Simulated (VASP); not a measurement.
# BiTe (R-3m) in VASP: single point with r2SCAN

Aim: the single point of BiTe with r2SCAN.

Program: VASP 6.6.1. These are calculated values, not measurements. Logs are shortened: lines on timing, memory, paths and dates and some standing lists are left out, and cuts for length are marked.

**1. The cell of the first run**

The structure is trigonal, space group R-3m (No. 166). The conventional cell has a = 4.958 Å, b = 4.958 Å, c = 9.356 Å, α = 90.00°, β = 90.00°, γ = 120.00°. Bi (site symmetry -3m) has 6 Te at 3.26 Å and 6 Bi at 4.23 Å within 4.3 Å. Within 4.3 Å of Te (site symmetry -3m) lie 6 Bi at 3.26 Å and 6 Te at 4.23 Å.

**2. Single point, r2SCAN**

POSCAR

```
BiTe
1.0
    2.4789081539      1.4311982899      3.1186186350
   -2.4789081539      1.4311982899      3.1186186350
    0.0000000000     -2.8623965799      3.1186186350
Bi Te
1 1
Direct
    0.5000000000      0.5000000000      0.5000000000
    0.0000000000      0.0000000000      0.0000000000
```

INCAR.step1

```
SYSTEM = BiTe
ALGO = Normal
EDIFF = 1E-4
ENCUT = 520
GGA = PE
ISMEAR = 0
LASPH = .TRUE.
LCHARG = .FALSE.
LREAL = .FALSE.
LWAVE = .TRUE.
NBANDS = 18
NELM = 80
PREC = Accurate
SIGMA = 0.15
```

INCAR.step2

```
SYSTEM = BiTe
ALGO = Normal
EDIFF = 1E-7
ENCUT = 520
ISIF = 2
ISMEAR = 0
ISTART = 1
LASPH = .TRUE.
LCHARG = .FALSE.
LMIXTAU = .TRUE.
LREAL = .FALSE.
LWAVE = .FALSE.
METAGGA = R2SCAN
NBANDS = 18
NELM = 80
PREC = Accurate
SIGMA = 0.15
```

KPOINTS

```
k-points
0
G
  18 18 18
  0 0 0
```

Potentials or basis: VASP PAW PBE potentials, release 64 (Bi_d, Te).

The run is started by

```console
$ cat potpaw_PBE.64/Bi_d/POTCAR potpaw_PBE.64/Te/POTCAR > POTCAR
$ cp INCAR.step1 INCAR
$ mpirun -np 1 vasp_std > vasp.out
$ cp INCAR.step2 INCAR
$ mpirun -np 1 vasp_std > vasp.out
```

OUTCAR:

```text
SYSTEM = BiTe
   EDIFF = 1E-7
   ENCUT = 520
   ISIF = 2
   ISMEAR = 0
   ISTART = 1
   LASPH = .TRUE.
   LREAL = .FALSE.
   METAGGA = R2SCAN
   NELM = 80
   PREC = Accurate

 ion  position               nearest neighbor table
   1  0.500  0.500  0.500-   2 3.26   2 3.26   2 3.26   2 3.26   2 3.26   2 3.26
   2  0.000  0.000  0.000-   1 3.26   1 3.26   1 3.26   1 3.26   1 3.26   1 3.26

  LATTYP: Found a trigonal (rhomboedric) cell.
 ALAT       =     4.2330953652
 COS(alpha) =     0.3141411254

  Lattice vectors:

 A1 = (   2.4789081539,   1.4311982899,   3.1186186350)
 A2 = (  -2.4789081539,   1.4311982899,   3.1186186350)
 A3 = (   0.0000000000,  -2.8623965799,   3.1186186350)

Analysis of symmetry for initial positions (statically):
=====================================================================
 Subroutine PRICEL returns:
 Original cell was already a primitive cell.

 Routine SETGRP: Setting up the symmetry group for a
 trigonal (rhombohedral) supercell.

 Subroutine GETGRP returns: Found 12 space group operations
 (whereof 12 operations were pure point group operations)
 out of a pool of 12 trial point group operations.

The static configuration has the point symmetry D_3d.

Analysis of symmetry for dynamics (positions and initial velocities):
=====================================================================
 Subroutine PRICEL returns:
 Original cell was already a primitive cell.

 Routine SETGRP: Setting up the symmetry group for a
 trigonal (rhombohedral) supercell.

 Subroutine GETGRP returns: Found 12 space group operations
 (whereof 12 operations were pure point group operations)
 out of a pool of 12 trial point group operations.

The dynamic configuration has the point symmetry D_3d.

 Subroutine INISYM returns: Found 12 space group operations
 (whereof 12 operations are pure point group operations),
 and found     1 'primitive' translations

----------------------------------------------------------------------------------------

                                     Primitive cell

  volume of cell :      66.3856

  direct lattice vectors                    reciprocal lattice vectors
     2.478908154  1.431198290  3.118618635     0.201701705  0.116452533  0.106884930
    -2.478908154  1.431198290  3.118618635    -0.201701705  0.116452533  0.106884930
     0.000000000 -2.862396580  3.118618635     0.000000000 -0.232905067  0.106884930

  length of vectors
     4.233095365  4.233095365  4.233095365     0.256259943  0.256259943  0.256259943

  position of ions in fractional coordinates (direct lattice)
     0.500000000  0.500000000  0.500000000
     0.000000000  0.000000000  0.000000000

  ion indices of the primitive-cell ions
   primitive index   ion index
                 1           1
                 2           2

----------------------------------------------------------------------------------------

 KPOINTS: k-points

Automatic generation of k-mesh.
 Grid dimensions read from file:
 generate k-points for:   18   18   18

 Generating k-lattice:

  Cartesian coordinates                     Fractional coordinates (reciprocal lattice)
     0.011205650  0.006469585  0.005938052     0.055555556  0.000000000  0.000000000
    -0.011205650  0.006469585  0.005938052     0.000000000  0.055555556  0.000000000
     0.000000000 -0.012939170  0.005938052     0.000000000  0.000000000  0.055555556

  Length of vectors
     0.014236663  0.014236663  0.014236663

  Shift w.r.t. Gamma in fractional coordinates (k-lattice)
     0.000000000  0.000000000  0.000000000

 Subroutine IBZKPT returns following result:
 ===========================================

 Found    580 irreducible k-points:

 Following reciprocal coordinates:
            Coordinates               Weight
  0.000000  0.000000  0.000000      1.000000
  0.055556  0.000000  0.000000      6.000000
  0.111111  0.000000  0.000000      6.000000
  0.166667 -0.000000  0.000000      6.000000
  0.222222 -0.000000  0.000000      6.000000
  0.277778  0.000000 -0.000000      6.000000
[... 16 lines left out ...]
 -0.277778  0.055556  0.000000     12.000000
 -0.222222  0.055556 -0.000000     12.000000
 [... further k-points ...]
   k-points           NKPTS =    580   k-points in BZ     NKDIM =    580   number of bands    NBANDS=     18
   number of dos      NEDOS =    301   number of ions     NIONS =      2
   total plane-waves  NPLWV =  32768
   dimension x,y,z NGX =    32 NGY =   32 NGZ =   32
   dimension x,y,z NGXF=    64 NGYF=   64 NGZF=   64
   ions per type =               1   1
   NGX,Y,Z   is equivalent  to a cutoff of  12.57, 12.57, 12.57 a.u.
   NGXF,Y,Z  is equivalent  to a cutoff of  25.13, 25.13, 25.13 a.u.
 SYSTEM =  BiTe
   PREC   = accura    normal or accurate (medium, high low for compatibility)
   ISTART =      1    job   : 0-new  1-cont  2-samecut
   ICHARG =      0    charge: 1-file 2-atom 10-const
   ISPIN  =      1    spin polarized calculation?
   LNONCOLLINEAR =      F non collinear calculations
   LSORBIT =      F    spin-orbit coupling
   LASPH  =      T    aspherical Exc in radial PAW
   ENCUT  =  520.0 eV  38.22 Ry    6.18 a.u.   7.87  7.87  7.87*2*pi/ulx,y,z
   NELM   =     80;   NELMIN=  2; NELMDL=  0     # of ELM steps
   EDIFF  = 0.1E-06   stopping-criterion for ELM
   LREAL  =      F    real-space projection
   EDIFFG = 0.1E-05   stopping-criterion for IOM
   NSW    =      0    number of steps for IOM
   IBRION =     -1    ionic relax: 0-MD 1-quasi-New 2-CG
   NFREE  =      0    steps in history (QN), initial steepest desc. (CG)
   ISIF   =      2    stress and relaxation
   ISYM   =      2    0-nonsym 1-usesym 2-fastsym
   POTIM  = 0.5000    time-step for ionic-motion
   TEBEG  =    0.0;   TEEND  =   0.0 temperature during run
   PSTRESS=    0.0 pullay stress
   NELECT =      21.0000    total number of electrons
   NUPDOWN=      -1.0000    fix difference up-down
   EMIN   =  10.00;   EMAX   =-10.00  energy-range for DOS
   EFERMI =   0.00;   METHOD = LEGACY
   ISMEAR =     0;   SIGMA  =   0.15  broadening in eV -4-tet -1-fermi 0-gaus
   EFERMI_NEDOS =   21; number of points for ismear=-14 and -15
   IALGO  =     38    algorithm
   IMIX   =      4    mixing-type and parameters
     AMIX     =   0.40;   BMIX     =  1.00
     AMIX_MAG =   1.60;   BMIX_MAG =  1.00
  volume/ion in A,a.u.               =      33.19       224.00
  Fermi-wavevector in a.u.,A,eV,Ry     =   1.115467  2.107927 16.929271  1.244266
  Thomas-Fermi vector in A             =   2.252072
   LORBIT       =      0    0 simple, 1 ext, 2 COOP (PROOUT), +10 PAW based schemes
   METAGGA = R2SCAN    functional components
   LHFCALC =     F    Hartree Fock is set to
   AEXX    =    0.0000 exact exchange contribution
   IVDW    =     0    specifies the selected vdW correction
   LEPSILON=     F    determine dielectric tensor
   LRPA    =     F    only Hartree local field effects (RPA)
 non-spin polarized calculation
 Gauss-broadening in eV      SIGMA  =   0.15
  energy-cutoff  :      520.00
  volume of cell :       66.39
 maximum number of plane-waves:      1824
   NGX = 15   NGY = 15   NGZ = 15

 number of electron      20.9999993 magnetization

 Free energy of the ion-electron system (eV)
  ---------------------------------------------------
  ext. energy  EPLUGINS =         0.00000000
  ---------------------------------------------------
  free energy    TOTEN  =       -84.01654686 eV

  energy without entropy =      -84.00353311  energy(sigma->0) =      -84.01003998

 E-fermi :   6.7103     XC(G=0): -10.1303

 val. band max:        6.7076682545   @ k =   0.5000   0.5000   0.3333
 cond. band min:       6.7114451798   @ k =  -0.1667  -0.1667   0.0556
 fundamental gap:      0.0037769254
 Fermi energy:         6.7102927223

 k-point     1 :       0.0000    0.0000    0.0000
  band No.  band energies     occupation
      1     -17.2590      2.00000
      2     -17.2590      2.00000
      3     -17.2396      2.00000
      4     -17.2396      2.00000
      5     -17.2159      2.00000
      6      -7.3550      2.00000
[... 10 lines left out ...]
     17      14.2971      0.00000
     18      14.2971      0.00000

 k-point     2 :       0.0556    0.0000    0.0000
  band No.  band energies     occupation
      1     -17.2589      2.00000
      2     -17.2589      2.00000
      3     -17.2398      2.00000
      4     -17.2393      2.00000
      5     -17.2159      2.00000
      6      -7.3273      2.00000
[... 10 lines left out ...]
     17      14.4109      0.00000
     18      14.4827      0.00000

 k-point     3 :       0.1111    0.0000    0.0000
  band No.  band energies     occupation
      1     -17.2589      2.00000
      2     -17.2586      2.00000
      3     -17.2405      2.00000
      4     -17.2384      2.00000
      5     -17.2159      2.00000
      6      -7.2442      2.00000
[... 10 lines left out ...]
     17      14.6286      0.00000
     18      14.7990      0.00000

 k-point     4 :       0.1667   -0.0000    0.0000
  band No.  band energies     occupation
      1     -17.2587      2.00000
      2     -17.2583      2.00000
      3     -17.2415      2.00000
      4     -17.2369      2.00000
      5     -17.2158      2.00000
      6      -7.1062      2.00000
[... 10 lines left out ...]
     17      15.0304      0.00000
     18      15.4450      0.00000

 k-point     5 :       0.2222   -0.0000    0.0000
  band No.  band energies     occupation
      1     -17.2586      2.00000
      2     -17.2580      2.00000
      3     -17.2426      2.00000
      4     -17.2350      2.00000
      5     -17.2155      2.00000
      6      -6.9144      2.00000
[... 10 lines left out ...]
     17      15.5228      0.00000
     18      16.1271      0.00000

 k-point     6 :       0.2778    0.0000   -0.0000
  band No.  band energies     occupation
      1     -17.2586      2.00000
      2     -17.2580      2.00000
      3     -17.2438      2.00000
      4     -17.2331      2.00000
      5     -17.2150      2.00000
      6      -6.6703      2.00000
[... 10 lines left out ...]
     17      15.8773      0.00000
     18      16.6430      0.00000

 k-point     7 :       0.3333   -0.0000    0.0000
  band No.  band energies     occupation
      1     -17.2587      2.00000
      2     -17.2580      2.00000
      3     -17.2448      2.00000
      4     -17.2314      2.00000
      5     -17.2144      2.00000
      6      -6.3763      2.00000
[... 10 lines left out ...]
     17      16.1477      0.00000
     18      16.4420      0.00000

 k-point     8 :       0.3889   -0.0000    0.0000
  band No.  band energies     occupation
      1     -17.2588      2.00000
      2     -17.2580      2.00000
      3     -17.2455      2.00000
      4     -17.2302      2.00000
      5     -17.2136      2.00000
      6      -6.0355      2.00000
[... 10 lines left out ...]
     17      15.6706      0.00000
     18      17.0633      0.00000
[... 229 lines left out ...]
     17      15.0851      0.00000
     18      18.7004      0.00000

 k-point    20 :      -0.4444    0.0556   -0.0000
  band No.  band energies     occupation
      1     -17.2590      2.00000
      2     -17.2581      2.00000
      3     -17.2457      2.00000
      4     -17.2294      2.00000
      5     -17.2131      2.00000
      6      -5.5230      2.00000
[... 10 lines left out ...]
     17      14.9590      0.00000
     18      18.1962      0.00000

 k-point    21 :      -0.3889    0.0556   -0.0000
  band No.  band energies     occupation
      1     -17.2587      2.00000
      2     -17.2581      2.00000
      3     -17.2453      2.00000
      4     -17.2302      2.00000
      5     -17.2136      2.00000
      6      -5.9120      2.00000
[... 10 lines left out ...]
     17      15.5300      0.00000
     18      17.2058      0.00000

 k-point    22 :      -0.3333    0.0556    0.0000
  band No.  band energies     occupation
      1     -17.2586      2.00000
      2     -17.2580      2.00000
      3     -17.2446      2.00000
      4     -17.2315      2.00000
      5     -17.2143      2.00000
      6      -6.2647      2.00000
[... 10 lines left out ...]
     17      16.1325      0.00000
     18      16.3890      0.00000

 k-point    23 :      -0.2778    0.0556    0.0000
  band No.  band energies     occupation
      1     -17.2585      2.00000
      2     -17.2579      2.00000
      3     -17.2436      2.00000
      4     -17.2333      2.00000
      5     -17.2149      2.00000
      6      -6.5718      2.00000
[... 10 lines left out ...]
     17      15.8123      0.00000
     18      16.5751      0.00000

 k-point    24 :      -0.2222    0.0556   -0.0000
  band No.  band energies     occupation
      1     -17.2585      2.00000
      2     -17.2579      2.00000
      3     -17.2425      2.00000
      4     -17.2353      2.00000
      5     -17.2154      2.00000
      6      -6.8294      2.00000
[... 10 lines left out ...]
     17      15.6530      0.00000
     18      16.0787      0.00000

 [... further k-points ...]

------------------------ aborting loop because EDIFF is reached ----------------------------------------

  FORCE on cell =-STRESS in cart. coord.  units (eV):
  Direction    XX          YY          ZZ          XY          YZ          ZX
  --------------------------------------------------------------------------------------
  -------------------------------------------------------------------------------------
  Total       -0.6882039     -0.6882039      0.2499842      0.0000000     -0.0000000      0.0000000
  in kB      -16.6093992    -16.6093992      6.0332224      0.0000000     -0.0000000      0.0000000
  external PRESSURE =      -9.0618587 kB  Pullay stress =       0.0000000 kB

 VOLUME and BASIS-vectors are now :
 -----------------------------------------------------------------------------
  energy-cutoff  :      520.00
  volume of cell :       66.39
      direct lattice vectors                 reciprocal lattice vectors
     2.478908154  1.431198290  3.118618635     0.201701705  0.116452533  0.106884930
    -2.478908154  1.431198290  3.118618635    -0.201701705  0.116452533  0.106884930
     0.000000000 -2.862396580  3.118618635     0.000000000 -0.232905067  0.106884930

 POSITION                                       TOTAL-FORCE (eV/Angst)
 -----------------------------------------------------------------------------------
      0.00000     -0.00000      4.67793        -0.000000      0.000000      0.000000
      0.00000      0.00000      0.00000         0.000000     -0.000000     -0.000000
 -----------------------------------------------------------------------------------
    total drift:                               -0.000000      0.000000     -0.000000

  FREE ENERGIE OF THE ION-ELECTRON SYSTEM (eV)
  ---------------------------------------------------
  free  energy   TOTEN  =       -84.0165468593 eV

  energy  without entropy=      -84.0035331074  energy(sigma->0) =      -84.01003998
```

It took 11 min on 1 thread of Intel Xeon 6975P-C (Granite Rapids), shared host; peak memory 0.74 GiB.

What came out:

```yaml
Free_energy: -84.0165 eV
Pressure: -0.9 GPa
Band_gap_on_the_k_mesh: zero (an odd number of electrons rules out a gap without spin polarisation)
```

Stress tensor (GPa, compression positive):
```
-1.66  0.00  0.00
 0.00 -1.66  0.00
 0.00  0.00  0.60
```

Levels at points of the mesh, in eV from the Fermi level:
```tsv
k point	band 8	band 9	band 10	band 11	band 12	band 13
(0.00, 0.00, 0.00)	-3.22	-3.22	-1.47	1.95	3.04	3.04
(0.50, 0.00, 0.00)	-1.91	-1.88	-0.93	-0.75	-0.49	0.84
(0.50, 0.50, 0.00)	-5.83	-4.93	-3.06	2.90	3.02	3.77
(0.50, 0.50, 0.50)	-2.67	-2.67	-2.55	-1.80	-1.54	-1.54
```

Caveat: the PAW data sets were made with another functional, which shifts forces and pressure a little; spin-orbit coupling is left out, which moves the levels of the heavy elements; an odd number of electrons without spin polarisation forces a metal; a magnetic or distorted state may lie lower.
